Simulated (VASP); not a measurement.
# AlN (R3m) in VASP: settings compared

AlN is run at these levels: PBE, r2SCAN; tasks: single point.

All numbers are computed with VASP 6.6.1; they aren't measurements. Logs are shortened: lines on timing, memory, paths and dates and some standing lists are left out, and cuts for length are marked.

**1. The cell of the first run**

Symmetry: R3m, No. 160, trigonal system. The conventional cell has a = 3.256 Å, b = 3.256 Å, c = 7.438 Å, α = 90.00°, β = 90.00°, γ = 120.00°. Al (site symmetry 3m) has 4 N at 1.90 to 1.97 Å within 2.5 Å. N (site symmetry 3m) has 4 Al at 1.90 to 1.97 Å within 2.5 Å.

**2. Single point, PBE (epitaxial 111 strain +5.4%)**

File INCAR:

```
SYSTEM = AlN
PREC = Accurate
ENCUT = 520
EDIFF = 1E-7
ISMEAR = -1
SIGMA = 0.02
LREAL = .False.
LASPH = .True.
NELM = 100
ALGO = Normal
ISIF = 2
LWAVE = .False.
LCHARG = .False.
GGA = PE
NBANDS = 11
```

File KPOINTS:

```
Automatic mesh
0
Gamma
  10 10 10
  0 0 0
```

File POSCAR:

```
AlN
1.0
   -0.1035408465      2.1988819257      2.1988819257
    2.1988819257     -0.1035408465      2.1988819257
    2.1988819257      2.1988819257     -0.1035408465
Al N
1 1
Direct
   -0.0025356267     -0.0025356267     -0.0025356267
    0.2525356267      0.2525356267      0.2525356267
```

Potentials or basis: VASP PAW PBE potentials, release 64 (Al, N).

The run is started by

```bash
$ cat potpaw_PBE.64/Al/POTCAR potpaw_PBE.64/N/POTCAR > POTCAR
$ mpirun -np 1 vasp_std > vasp.out
```

OUTCAR:

```text
SYSTEM = AlN
   PREC = Accurate
   ENCUT = 520
   EDIFF = 1E-7
   ISMEAR = -1
   LREAL = .False.
   LASPH = .True.
   NELM = 100
   ISIF = 2
   GGA = PE

 ion  position               nearest neighbor table
   1  0.997  0.997  0.997-   2 1.90   2 1.97   2 1.97   2 1.97
   2  0.253  0.253  0.253-   1 1.90   1 1.97   1 1.97   1 1.97

  LATTYP: Found a trigonal (rhomboedric) cell.
 ALAT       =     3.1114119228
 COS(alpha) =     0.4524104887

  Lattice vectors:

 A1 = (  -0.1035408465,   2.1988819257,   2.1988819257)
 A2 = (   2.1988819257,  -0.1035408465,   2.1988819257)
 A3 = (   2.1988819257,   2.1988819257,  -0.1035408465)

Analysis of symmetry for initial positions (statically):
=====================================================================
 Subroutine PRICEL returns:
 Original cell was already a primitive cell.

 Routine SETGRP: Setting up the symmetry group for a
 trigonal (rhombohedral) supercell.

 Subroutine GETGRP returns: Found  6 space group operations
 (whereof  6 operations were pure point group operations)
 out of a pool of 12 trial point group operations.

The static configuration has the point symmetry C_3v.

Analysis of symmetry for dynamics (positions and initial velocities):
=====================================================================
 Subroutine PRICEL returns:
 Original cell was already a primitive cell.

 Routine SETGRP: Setting up the symmetry group for a
 trigonal (rhombohedral) supercell.

 Subroutine GETGRP returns: Found  6 space group operations
 (whereof  6 operations were pure point group operations)
 out of a pool of 12 trial point group operations.

The dynamic configuration has the point symmetry C_3v.

 Subroutine INISYM returns: Found  6 space group operations
 (whereof  6 operations are pure point group operations),
 and found     1 'primitive' translations

----------------------------------------------------------------------------------------

                                     Primitive cell

  volume of cell :      22.7643

  direct lattice vectors                    reciprocal lattice vectors
    -0.103540847  2.198881926  2.198881926    -0.211926400  0.222398699  0.222398699
     2.198881926 -0.103540847  2.198881926     0.222398699 -0.211926400  0.222398699
     2.198881926  2.198881926 -0.103540847     0.222398699  0.222398699 -0.211926400

  length of vectors
     3.111411923  3.111411923  3.111411923     0.379256064  0.379256064  0.379256064

  position of ions in fractional coordinates (direct lattice)
     0.997464373  0.997464373  0.997464373
     0.252535627  0.252535627  0.252535627

  ion indices of the primitive-cell ions
   primitive index   ion index
                 1           1
                 2           2

----------------------------------------------------------------------------------------

 KPOINTS: Automatic mesh

Automatic generation of k-mesh.
 Grid dimensions read from file:
 generate k-points for:   10   10   10

 Generating k-lattice:

  Cartesian coordinates                     Fractional coordinates (reciprocal lattice)
    -0.021192640  0.022239870  0.022239870     0.100000000 -0.000000000 -0.000000000
     0.022239870 -0.021192640  0.022239870    -0.000000000  0.100000000 -0.000000000
     0.022239870  0.022239870 -0.021192640    -0.000000000 -0.000000000  0.100000000

  Length of vectors
     0.037925606  0.037925606  0.037925606

  Shift w.r.t. Gamma in fractional coordinates (k-lattice)
     0.000000000  0.000000000  0.000000000

 Subroutine IBZKPT returns following result:
 ===========================================

 Found    116 irreducible k-points:

 Following reciprocal coordinates:
            Coordinates               Weight
  0.000000  0.000000  0.000000      1.000000
  0.100000  0.000000 -0.000000      6.000000
  0.200000  0.000000 -0.000000      6.000000
  0.300000  0.000000  0.000000      6.000000
  0.400000  0.000000  0.000000      6.000000
  0.500000  0.000000  0.000000      3.000000
[... 16 lines left out ...]
  0.300000  0.300000 -0.000000      6.000000
  0.400000  0.300000  0.000000     12.000000
 [... further k-points ...]
   k-points           NKPTS =    116   k-points in BZ     NKDIM =    116   number of bands    NBANDS=     11
   number of dos      NEDOS =    301   number of ions     NIONS =      2
   total plane-waves  NPLWV =  13824
   dimension x,y,z NGX =    24 NGY =   24 NGZ =   24
   dimension x,y,z NGXF=    48 NGYF=   48 NGZF=   48
   ions per type =               1   1
   NGX,Y,Z   is equivalent  to a cutoff of  12.82, 12.82, 12.82 a.u.
   NGXF,Y,Z  is equivalent  to a cutoff of  25.65, 25.65, 25.65 a.u.
 SYSTEM =  AlN
   PREC   = accura    normal or accurate (medium, high low for compatibility)
   ISTART =      0    job   : 0-new  1-cont  2-samecut
   ICHARG =      2    charge: 1-file 2-atom 10-const
   ISPIN  =      1    spin polarized calculation?
   LNONCOLLINEAR =      F non collinear calculations
   LSORBIT =      F    spin-orbit coupling
   LASPH  =      T    aspherical Exc in radial PAW
   ENCUT  =  520.0 eV  38.22 Ry    6.18 a.u.   5.79  5.79  5.79*2*pi/ulx,y,z
   NELM   =    100;   NELMIN=  2; NELMDL= -5     # of ELM steps
   EDIFF  = 0.1E-06   stopping-criterion for ELM
   LREAL  =      F    real-space projection
   EDIFFG = 0.1E-05   stopping-criterion for IOM
   NSW    =      0    number of steps for IOM
   IBRION =     -1    ionic relax: 0-MD 1-quasi-New 2-CG
   NFREE  =      0    steps in history (QN), initial steepest desc. (CG)
   ISIF   =      2    stress and relaxation
   ISYM   =      2    0-nonsym 1-usesym 2-fastsym
   POTIM  = 0.5000    time-step for ionic-motion
   TEBEG  =    0.0;   TEEND  =   0.0 temperature during run
   PSTRESS=    0.0 pullay stress
   NELECT =       8.0000    total number of electrons
   NUPDOWN=      -1.0000    fix difference up-down
   EMIN   =  10.00;   EMAX   =-10.00  energy-range for DOS
   EFERMI =   0.00;   METHOD = LEGACY
   ISMEAR =    -1;   SIGMA  =   0.02  broadening in eV -4-tet -1-fermi 0-gaus
   EFERMI_NEDOS =   21; number of points for ismear=-14 and -15
   IALGO  =     38    algorithm
   IMIX   =      4    mixing-type and parameters
     AMIX     =   0.40;   BMIX     =  1.00
     AMIX_MAG =   1.60;   BMIX_MAG =  1.00
  volume/ion in A,a.u.               =      11.38        76.81
  Fermi-wavevector in a.u.,A,eV,Ry     =   1.155278  2.183159 18.159257  1.334668
  Thomas-Fermi vector in A             =   2.291908
   LORBIT       =      0    0 simple, 1 ext, 2 COOP (PROOUT), +10 PAW based schemes
   GGA     = PE    functional components
   LHFCALC =     F    Hartree Fock is set to
   AEXX    =    0.0000 exact exchange contribution
   IVDW    =     0    specifies the selected vdW correction
   LEPSILON=     F    determine dielectric tensor
   LRPA    =     F    only Hartree local field effects (RPA)
 non-spin polarized calculation
  energy-cutoff  :      520.00
  volume of cell :       22.76
 maximum number of plane-waves:       626
   NGX = 11   NGY = 11   NGZ = 11

 number of electron       8.0000000 magnetization

 Free energy of the ion-electron system (eV)
  ---------------------------------------------------
  ext. energy  EPLUGINS =         0.00000000
  ---------------------------------------------------
  free energy    TOTEN  =       -14.72183678 eV

  energy without entropy =      -14.72183678  energy(sigma->0) =      -14.72183678

 E-fermi :   5.8615     XC(G=0): -10.5559

 val. band max:        5.4706393044   @ k =   0.0000   0.0000   0.0000
 cond. band min:       8.3675481231   @ k =   0.5000   0.5000   0.0000
 fundamental gap:      2.8969088186
 Fermi energy:         5.8615427584

 k-point     1 :       0.0000    0.0000    0.0000
  band No.  band energies     occupation
      1      -9.3172      2.00000
      2       5.0363      2.00000
      3       5.0363      2.00000
      4       5.4706      2.00000
      5       8.4936      0.00000
      6      16.3467      0.00000
      7      16.3467      0.00000
      8      18.1328      0.00000
      9      22.1084      0.00000
     10      22.1084      0.00000
     11      23.3085      0.00000

 k-point     2 :       0.1000    0.0000   -0.0000
  band No.  band energies     occupation
      1      -9.1905      2.00000
      2       4.2479      2.00000
      3       5.0006      2.00000
      4       5.3805      2.00000
      5       9.1942      0.00000
      6      16.1116      0.00000
      7      16.4956      0.00000
      8      18.0842      0.00000
      9      20.8328      0.00000
     10      21.2805      0.00000
     11      22.7359      0.00000

 k-point     3 :       0.2000    0.0000   -0.0000
  band No.  band energies     occupation
      1      -8.8319      2.00000
      2       2.7170      2.00000
      3       4.9119      2.00000
      4       5.2387      2.00000
      5      10.3507      0.00000
      6      15.5052      0.00000
      7      16.6436      0.00000
      8      17.8091      0.00000
      9      20.0201      0.00000
     10      21.0643      0.00000
     11      21.9509      0.00000

 k-point     4 :       0.3000    0.0000    0.0000
  band No.  band energies     occupation
      1      -8.3176      2.00000
      2       1.1951      2.00000
      3       4.8110      2.00000
      4       5.0849      2.00000
      5      11.2507      0.00000
      6      14.8674      0.00000
      7      16.2903      0.00000
      8      17.2267      0.00000
      9      20.6104      0.00000
     10      21.5344      0.00000
     11      22.2492      0.00000
[... 239 lines left out ...]
 k-point    22 :      -0.2000    0.2000    0.0000
  band No.  band energies     occupation
      1      -8.1641      2.00000
      2       1.5402      2.00000
      3       3.5131      2.00000
      4       5.0664      2.00000
      5      12.0435      0.00000
      6      14.6497      0.00000
      7      15.6519      0.00000
      8      17.4627      0.00000
      9      19.9902      0.00000
     10      22.4944      0.00000
     11      25.2363      0.00000

 k-point    23 :       0.3000    0.3000   -0.0000
  band No.  band energies     occupation
      1      -7.9393      2.00000
      2       1.7718      2.00000
      3       3.7495      2.00000
      4       4.2685      2.00000
      5      10.1349      0.00000
      6      14.2755      0.00000
      7      16.1105      0.00000
      8      18.3862      0.00000
      9      19.0885      0.00000
     10      24.7279      0.00000
     11      27.2240      0.00000

 k-point    24 :       0.4000    0.3000    0.0000
  band No.  band energies     occupation
      1      -7.5420      2.00000
      2       1.1670      2.00000
      3       3.3657      2.00000
      4       4.1246      2.00000
      5       9.8465      0.00000
      6      14.1042      0.00000
      7      16.3292      0.00000
      8      18.8864      0.00000
      9      19.2678      0.00000
     10      25.5942      0.00000
     11      26.9342      0.00000

 [... further k-points ...]

------------------------ aborting loop because EDIFF is reached ----------------------------------------

  FORCE on cell =-STRESS in cart. coord.  units (eV):
  Direction    XX          YY          ZZ          XY          YZ          ZX
  --------------------------------------------------------------------------------------
  -------------------------------------------------------------------------------------
  Total       -1.5468210     -1.5468210     -1.5468210      1.0367700      1.0367700      1.0367700
  in kB     -108.8669145   -108.8669145   -108.8669145     72.9689815     72.9689815     72.9689815
  external PRESSURE =    -108.8669145 kB  Pullay stress =       0.0000000 kB

 VOLUME and BASIS-vectors are now :
 -----------------------------------------------------------------------------
  energy-cutoff  :      520.00
  volume of cell :       22.76
      direct lattice vectors                 reciprocal lattice vectors
    -0.103540847  2.198881926  2.198881926    -0.211926400  0.222398699  0.222398699
     2.198881926 -0.103540847  2.198881926     0.222398699 -0.211926400  0.222398699
     2.198881926  2.198881926 -0.103540847     0.222398699  0.222398699 -0.211926400

 POSITION                                       TOTAL-FORCE (eV/Angst)
 -----------------------------------------------------------------------------------
      4.28333      4.28333      4.28333        -0.033642     -0.033642     -0.033642
      1.08444      1.08444      1.08444         0.033642      0.033642      0.033642
 -----------------------------------------------------------------------------------
    total drift:                               -0.000122     -0.000122     -0.000122

  FREE ENERGIE OF THE ION-ELECTRON SYSTEM (eV)
  ---------------------------------------------------
  free  energy   TOTEN  =       -14.7218367831 eV

  energy  without entropy=      -14.7218367831  energy(sigma->0) =      -14.72183678
```

It took 14 s on 1 thread of Intel Xeon Platinum 8375C at 2.90GHz (Ice Lake), shared host; peak memory 0.15 GiB.

What came out:

```yaml
Free_energy: -14.7218 eV
Pressure: -10.9 GPa
Largest_force: 0.058 eV/Å
Band_gap_on_the_k_mesh: 2.90 eV (least direct gap 3.02 eV)
```

Forces in eV/Å, atoms in the order of the input:
```
Al  -0.034 -0.034 -0.034
N    0.034  0.034  0.034
```

Stress tensor (GPa, compression positive):
```
-10.89   7.30   7.30
  7.30 -10.89   7.30
  7.30   7.30 -10.89
```

Caveat: the cell differs from its parent crystal (epitaxial 111 strain +5.4%); the cell stands under tension.

**3. Single point, r2SCAN (epitaxial 111 strain +5.4%)**

POSCAR is that of step 2.

File INCAR.step1:

```
SYSTEM = AlN
PREC = Accurate
ENCUT = 520
ISMEAR = 0
SIGMA = 0.01
LREAL = .FALSE.
LASPH = .TRUE.
NELM = 100
NBANDS = 11
GGA = PE
ALGO = Normal
EDIFF = 1E-4
LWAVE = .TRUE.
LCHARG = .FALSE.
```

File INCAR.step2:

```
SYSTEM = AlN
PREC = Accurate
ENCUT = 520
EDIFF = 1E-7
ISMEAR = 0
SIGMA = 0.01
LREAL = .FALSE.
LASPH = .TRUE.
NELM = 100
ALGO = Normal
ISIF = 2
LWAVE = .FALSE.
LCHARG = .FALSE.
METAGGA = R2SCAN
LMIXTAU = .TRUE.
NBANDS = 11
ISTART = 1
```

File KPOINTS:

```
regular mesh
0
G
  10 10 10
  0 0 0
```

Potentials or basis: VASP PAW PBE potentials, release 64 (Al, N).

The run is started by

```bash
$ cat potpaw_PBE.64/Al/POTCAR potpaw_PBE.64/N/POTCAR > POTCAR
$ cp INCAR.step1 INCAR
$ mpirun -np 1 vasp_std > vasp.out
$ cp INCAR.step2 INCAR
$ mpirun -np 1 vasp_std > vasp.out
```

OUTCAR:

```text
SYSTEM = AlN
   PREC = Accurate
   ENCUT = 520
   EDIFF = 1E-7
   ISMEAR = 0
   LREAL = .FALSE.
   LASPH = .TRUE.
   NELM = 100
   ISIF = 2
   METAGGA = R2SCAN
   ISTART = 1

 ion  position               nearest neighbor table
   1  0.997  0.997  0.997-   2 1.90   2 1.97   2 1.97   2 1.97
   2  0.253  0.253  0.253-   1 1.90   1 1.97   1 1.97   1 1.97

  LATTYP: Found a trigonal (rhomboedric) cell.
 ALAT       =     3.1114119228
 COS(alpha) =     0.4524104887

  Lattice vectors:

[... 524 lines left out ...]

  FORCE on cell =-STRESS in cart. coord.  units (eV):
  Direction    XX          YY          ZZ          XY          YZ          ZX
  --------------------------------------------------------------------------------------
  -------------------------------------------------------------------------------------
  Total       -2.2105631     -2.2105631     -2.2105631      1.0919100      1.0919100      1.0919100
  in kB     -155.5817892   -155.5817892   -155.5817892     76.8497918     76.8497918     76.8497918
  external PRESSURE =    -155.5817892 kB  Pullay stress =       0.0000000 kB

 VOLUME and BASIS-vectors are now :
 -----------------------------------------------------------------------------
  energy-cutoff  :      520.00
  volume of cell :       22.76
      direct lattice vectors                 reciprocal lattice vectors
    -0.103540847  2.198881926  2.198881926    -0.211926400  0.222398699  0.222398699
     2.198881926 -0.103540847  2.198881926     0.222398699 -0.211926400  0.222398699
     2.198881926  2.198881926 -0.103540847     0.222398699  0.222398699 -0.211926400

 POSITION                                       TOTAL-FORCE (eV/Angst)
 -----------------------------------------------------------------------------------
      4.28333      4.28333      4.28333        -0.002954     -0.002954     -0.002954
      1.08444      1.08444      1.08444         0.002954      0.002954      0.002954
 -----------------------------------------------------------------------------------
    total drift:                               -0.001149     -0.001149     -0.001149

  FREE ENERGIE OF THE ION-ELECTRON SYSTEM (eV)
  ---------------------------------------------------
  free  energy   TOTEN  =       -18.9999960691 eV

  energy  without entropy=      -18.9999960691  energy(sigma->0) =      -18.99999607
```

OUTCAR.step1:

```text
SYSTEM = AlN
   PREC = Accurate
   ENCUT = 520
   ISMEAR = 0
   LREAL = .FALSE.
   LASPH = .TRUE.
[... 558 lines left out ...]
      4.28333      4.28333      4.28333        -0.031244     -0.031244     -0.031244
      1.08444      1.08444      1.08444         0.031244      0.031244      0.031244
 -----------------------------------------------------------------------------------
    total drift:                               -0.004072     -0.004072     -0.004072

  FREE ENERGIE OF THE ION-ELECTRON SYSTEM (eV)
  ---------------------------------------------------
  free  energy   TOTEN  =       -14.7218269118 eV

  energy  without entropy=      -14.7218269118  energy(sigma->0) =      -14.72182691
```

Run time: 48 s. Hardware: 1 thread of Intel Xeon Platinum 8375C at 2.90GHz (Ice Lake), shared host; peak memory 0.15 GiB.

Results:

| Quantity | Value |
| --- | --- |
| Free energy | -19.0000 eV |
| Pressure | -15.6 GPa |
| Largest force | 0.005 eV/Å |
| Band gap on the k mesh | 3.48 eV (least direct gap 3.66 eV) |

Forces on the atoms (eV/Å):
```
Al  -0.003 -0.003 -0.003
N    0.003  0.003  0.003
```

Stress tensor (GPa, compression positive):
```
-15.56   7.68   7.68
  7.68 -15.56   7.68
  7.68   7.68 -15.56
```

Levels at points of the mesh, in eV from the valence-band top:
```csv
k point,band 1,band 2,band 3,band 4,band 5,band 6,band 7,band 8,band 9
"(0.00, 0.00, 0.00)",-15.56,-0.45,-0.45,0.00,3.66,11.77,11.77,13.64,17.46
"(0.50, 0.00, 0.00)",-13.86,-5.93,-0.78,-0.55,7.20,9.68,10.93,11.91,17.87
"(0.50, 0.50, 0.00)",-13.23,-4.99,-2.31,-1.69,3.48,8.68,13.50,15.26,15.86
"(0.50, 0.50, 0.50)",-13.55,-5.59,-1.07,-1.07,6.54,9.84,10.32,10.32,17.76
```

Caveat: the cell differs from its parent crystal (epitaxial 111 strain +5.4%); the cell stands under tension; the PAW data sets were made with another functional, which shifts forces and pressure a little.
